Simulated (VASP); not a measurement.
# Ru (P6_3/mmc) in VASP: a series of runs, part 2 of 2

VASP 6.6.1. Earlier steps stand in the parts before.

**4. Single point, PBEsol (strain +0.000 along x and y, +0.040 along z)**

INCAR reads:

```
SYSTEM = Ru
  ALGO = Fast
  EDIFF = 1E-7
  ENCUT = 520
  GGA = PS
  ISIF = 2
  ISMEAR = 0
  LASPH = .TRUE.
  LCHARG = .FALSE.
  LREAL = .FALSE.
  LWAVE = .FALSE.
  NBANDS = 21
  NELM = 80
  PREC = Accurate
  SIGMA = 0.15
```

KPOINTS reads:

```
k-points
0
G
  24 24 12
  0 0 0
```

POSCAR reads:

```
Ru
1.0
    2.7057993342      0.0000000000      0.0000000000
   -1.3528996671      2.3432909610      0.0000000000
    0.0000000000      0.0000000000      4.4531760000
Ru
2
Direct
    0.3333333333      0.6666666667      0.2500000000
    0.6666666667      0.3333333333      0.7500000000
```

Potentials or basis: VASP PAW PBE potentials, release 64 (Ru_pv).

On the command line:

```
cat potpaw_PBE.64/Ru_pv/POTCAR > POTCAR
mpirun -np 1 vasp_std > vasp.out
```

OUTCAR:

```text
SYSTEM = Ru
   EDIFF = 1E-7
   ENCUT = 520
   GGA = PS
   ISIF = 2
   ISMEAR = 0
   LASPH = .TRUE.
   LREAL = .FALSE.
   NELM = 80
   PREC = Accurate

 ion  position               nearest neighbor table
   1  0.333  0.667  0.250-   2 2.72   2 2.72   2 2.72   2 2.72   2 2.72   2 2.72
   2  0.667  0.333  0.750-   1 2.72   1 2.72   1 2.72   1 2.72   1 2.72   1 2.72

  LATTYP: Found a hexagonal cell.
 ALAT       =     2.7057993342
 C/A-ratio  =     1.6457894507

  Lattice vectors:

 A1 = (   2.7057993342,   0.0000000000,   0.0000000000)
 A2 = (  -1.3528996671,   2.3432909610,   0.0000000000)
[... 192 lines left out ...]
      4     -30.4828      2.00000
      5     -30.4643      2.00000
      6     -30.4643      2.00000
[... 565 lines left out ...]
     20      23.1300      0.00000
     21      24.9453      0.00000

 [... further k-points ...]
[... 5 lines left out ...]
  --------------------------------------------------------------------------------------
  -------------------------------------------------------------------------------------
  Total       -2.0359980     -2.0359980     -5.1825927     -0.0000000     -0.0000000     -0.0000000
  in kB     -115.5303953   -115.5303953   -294.0803419     -0.0000000     -0.0000000     -0.0000000
  external PRESSURE =    -175.0470442 kB  Pullay stress =       0.0000000 kB

 VOLUME and BASIS-vectors are now :
 -----------------------------------------------------------------------------
  energy-cutoff  :      520.00
  volume of cell :       28.24
      direct lattice vectors                 reciprocal lattice vectors
     2.705799334  0.000000000  0.000000000     0.369576556  0.213375124  0.000000000
    -1.352899667  2.343290961  0.000000000     0.000000000  0.426750249  0.000000000
     0.000000000  0.000000000  4.453176000     0.000000000  0.000000000  0.224558832

 POSITION                                       TOTAL-FORCE (eV/Angst)
 -----------------------------------------------------------------------------------
     -0.00000      1.56219      1.11329         0.000000     -0.000000      0.000000
      1.35290      0.78110      3.33988        -0.000000      0.000000      0.000000
 -----------------------------------------------------------------------------------
    total drift:                                0.000000     -0.000000      0.000000

  FREE ENERGIE OF THE ION-ELECTRON SYSTEM (eV)
  ---------------------------------------------------
  free  energy   TOTEN  =       -20.2118267916 eV

  energy  without entropy=      -20.1913065212  energy(sigma->0) =      -20.20156666
```

OSZICAR:

```text
N       E                     dE             d eps       ncg     rms          rms(c)
DAV:   1     0.283511632637E+03    0.28351E+03   -0.17566E+04 17982   0.147E+03
DAV:   2    -0.160855878340E+02   -0.29960E+03   -0.29053E+03 18429   0.442E+02
DAV:   3    -0.218317406431E+02   -0.57462E+01   -0.57063E+01 21069   0.682E+01
DAV:   4    -0.218749128631E+02   -0.43172E-01   -0.43124E-01 22804   0.562E+00
DAV:   5    -0.218754606398E+02   -0.54778E-03   -0.54446E-03 20455   0.564E-01    0.177E+01
RMM:   6    -0.203053776772E+02    0.15701E+01   -0.35326E+00 18392   0.154E+01    0.396E+00
RMM:   7    -0.202209025592E+02    0.84475E-01   -0.38252E-01 19804   0.445E+00    0.802E-01
RMM:   8    -0.202134598866E+02    0.74427E-02   -0.21793E-02 20350   0.142E+00    0.447E-01
RMM:   9    -0.202117921275E+02    0.16678E-02   -0.29372E-03 20593   0.481E-01    0.597E-02
RMM:  10    -0.202118227492E+02   -0.30622E-04   -0.44892E-04 21187   0.194E-01    0.164E-02
RMM:  11    -0.202118269680E+02   -0.42188E-05   -0.71516E-05 22592   0.555E-02    0.782E-03
RMM:  12    -0.202118271293E+02   -0.16125E-06   -0.10107E-05 23154   0.213E-02    0.469E-03
RMM:  13    -0.202118266986E+02    0.43071E-06   -0.21356E-06 22138   0.118E-02    0.674E-04
RMM:  14    -0.202118268204E+02   -0.12184E-06   -0.55537E-07 17869   0.498E-03    0.286E-04
RMM:  15    -0.202118267916E+02    0.28804E-07   -0.58212E-08 13836   0.202E-03
   1 F= -.20211827E+02 E0= -.20201567E+02  d E =-.205203E-01
```

Run time: 3.3 min. Hardware: 1 thread of AMD EPYC 7R13 (Zen 3), shared host; peak memory 0.27 GiB.

Results:

- Free energy: -20.2118 eV
- Pressure: -17.5 GPa
- Band gap on the k mesh: zero (bands 14 and 15 overlap by 2.94 eV)

Stress tensor (GPa, compression positive):
```
-11.55   0.00   0.00
  0.00 -11.55   0.00
  0.00   0.00 -29.41
```

Levels at points of the mesh, in eV from the Fermi level:
```csv
k point,band 10,band 11,band 12,band 13,band 14,band 15,band 16,band 17,band 18,band 19
"(0.00, 0.00, 0.00)",-2.43,-2.43,-1.87,-1.87,-1.04,-1.04,0.77,1.12,1.12,9.24
"(0.50, 0.00, 0.00)",-2.59,-2.21,-1.65,-1.63,1.57,1.64,1.88,3.92,5.92,10.64
"(0.00, 0.00, 0.50)",-2.82,-2.51,-2.51,-2.51,-2.51,0.50,0.50,0.50,0.50,10.32
"(0.50, 0.00, 0.50)",-4.43,-0.87,-0.87,0.42,0.42,1.75,1.75,3.23,3.23,10.10
```

Caveat: the cell differs from its parent crystal (strain +0.000 along x and y, +0.040 along z); the stress differs along the axes, from -29 to -12 GPa; the PAW data sets were made with another functional, which shifts forces and pressure a little.

**5. Single point, PBEsol (strain +0.040 along x and y, -0.040 along z)**

INCAR reads:

```
  PREC = Accurate
  ENCUT = 520
  EDIFF = 1E-6
  ISMEAR = 0
  SIGMA = 0.15
  LREAL = False
  LASPH = True
  NELM = 100
  ALGO = Fast
  ISIF = 2
  LWAVE = False
  LCHARG = True
  GGA = PS
  LELF = True
  LVHAR = True
  NBANDS = 21
```

KPOINTS reads:

```
Automatic mesh
0
Gamma
  24 24 12
```

POSCAR reads:

```
Ru
1.0
    2.8140313076      0.0000000000      0.0000000000
   -1.4070156538      2.4370225994      0.0000000000
    0.0000000000      0.0000000000      4.1106240000
Ru
2
Direct
    0.3333333333      0.6666666667      0.2500000000
    0.6666666667      0.3333333333      0.7500000000
```

On the command line:

```
cat potpaw_PBE.64/Ru_pv/POTCAR > POTCAR
mpirun -np 1 vasp_std > vasp.out
```

It took 3 min on 1 thread of AMD EPYC 7R13 (Zen 3), shared host; peak memory 0.27 GiB.

It converged, with:

```
Free energy            : -20.1378 eV
Pressure               : -14.3 GPa
Band gap on the k mesh : zero (bands 14 and 15 overlap by 2.84 eV)
```

Stress tensor (GPa, compression positive):
```
-23.71   0.00   0.00
  0.00 -23.71   0.00
  0.00   0.00   4.52
```

Levels at points of the mesh, in eV from the Fermi level:
```tsv
k point	band 11	band 12	band 13	band 14	band 15	band 16	band 17	band 18
(0.00, 0.00, 0.00)	-1.91	-1.91	-1.75	-1.75	-1.61	1.11	1.11	2.12
(0.50, 0.00, 0.00)	-2.05	-1.56	-1.04	0.85	1.44	2.12	3.60	5.49
(0.00, 0.00, 0.50)	-2.96	-2.96	-2.22	-2.22	0.61	0.61	0.61	0.61
(0.50, 0.00, 0.50)	-1.32	-1.32	0.32	0.32	1.24	1.24	3.10	3.10
```

Caveat: the cell differs from its parent crystal (strain +0.040 along x and y, -0.040 along z); the stress differs along the axes, from -24 to 5 GPa; the PAW data sets were made with another functional, which shifts forces and pressure a little.

**6. Overview**

| cell | further INCAR settings | gap on the mesh (eV) | pressure (GPa) |
| --- | --- | --- | --- |
| a = 2.598, b = 2.598, c = 4.624 Å, angles 90.0, 90.0, 120.0°, 2 atoms | ALGO = Fast; EDIFF = 1e-07; NBANDS = 21 | none | -0.5 |
| a = 2.814, b = 2.814, c = 3.939 Å, angles 90.0, 90.0, 120.0°, 2 atoms | ALGO = Fast; EDIFF = 1e-06; NBANDS = 21 | none | 2.0 |
| a = 2.706, b = 2.706, c = 4.453 Å, angles 90.0, 90.0, 120.0°, 2 atoms | ALGO = Fast; EDIFF = 1e-07; NBANDS = 21 | none | -17.5 |
| a = 2.814, b = 2.814, c = 4.111 Å, angles 90.0, 90.0, 120.0°, 2 atoms | ALGO = Fast; EDIFF = 1e-06; NBANDS = 21 | none | -14.3 |

Alike in all rows: task single point; level PBEsol; potentials or basis VASP PAW PBE potentials, release 64 (Ru_pv); no spin polarisation; k mesh 24 × 24 × 12; cutoff (eV) 520; smearing gaussian 0.15 eV.

Caveats: the PAW data sets were made with another functional, which shifts forces and pressure a little; the stress differs along the axes, from -38 to 18 GPa (at least some runs); the stress differs along the axes, from -14 to 34 GPa (at least some runs); the stress differs along the axes, from -29 to -12 GPa (at least some runs); the stress differs along the axes, from -24 to 5 GPa (at least some runs).

Total energies depend on the potentials used, so only differences within one code and one set of settings carry meaning.
